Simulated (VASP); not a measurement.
Set up this calculation in VASP 6.6.1, as the native input.

- Task: single point
- Functional: PBE
- Dispersion: D3(BJ)
- Potentials or basis: VASP PAW PBE potentials, release 64 (Ag, Cl, H)
- Cutoff: 520 eV
- k mesh: 7 × 7 × 1
- Occupations: gaussian, width 0.05 eV
- Spin: collinear spin
- Starting moments: [0.0, 0.0, 0.0, 0.0, 1.0] μB
- Dipole correction: yes
- Further INCAR settings: ALGO = Normal; EDIFF = 1e-06; NBANDS = 30

The structure of Ag2HCl2 lies in POSCAR:

```
Ag2HCl2
1.0
    3.8966246593      0.0000000000      0.0000000000
    0.0000000000      3.8966246593      0.0000000000
    0.0000000000      0.0000000000     20.1478735173
Ag Cl H
2 2 1
Direct
    0.0000000000      0.0000000000      0.1985321179
    0.5000000000      0.5000000000      0.3337564577
    0.5000000000      0.5000000000      0.1985321179
    0.0000000000      0.0000000000      0.3398807081
    0.0000000000      0.2500000000      0.4639632817
```

One way to write it, as run:

INCAR

```
SYSTEM = Ag2HCl2
ALGO = Normal ; DIPOL = 0.5 0.5 0.307
EDIFF = 1E-6 ; ENCUT = 520
GGA = PE ; IDIPOL = 3
ISIF = 2 ; ISMEAR = 0
ISPIN = 2 ; IVDW = 12
LASPH = .TRUE. ; LCHARG = .FALSE.
LDIPOL = .TRUE. ; LMAXMIX = 4
LORBIT = 11 ; LREAL = .FALSE.
LWAVE = .FALSE. ; MAGMOM = 0 0 0 0 1
NBANDS = 30 ; NELM = 150
PREC = Accurate ; SIGMA = 0.05
```

KPOINTS

```
k-points
0
G
  7 7 1
  0 0 0
```

Potentials or basis: VASP PAW PBE potentials, release 64 (Ag, Cl, H).

Launch:

```bash
$ cat potpaw_PBE.64/Ag/POTCAR potpaw_PBE.64/Cl/POTCAR potpaw_PBE.64/H/POTCAR > POTCAR
$ mpirun -np 1 vasp_std > vasp.out
```

It gave:

- Largest force: 0.264 eV/Å
- Band gap on the k mesh: 1.00 eV (least direct gap 2.27 eV)
- Net moment: 1.00 μB per cell
- Site moments: Ag +0.00; Cl +0.00, +0.03; H +0.37 μB
- Valence electrons inside the program's atomic spheres: Ag 9.68, 9.69; Cl 5.07; H 0.38
- Dispersion energy per atom: -0.184 eV

It took 9.9 min on 1 thread of Oxide Virtual Turin-like Processor, on a shared host, peak memory 0.54 GiB.
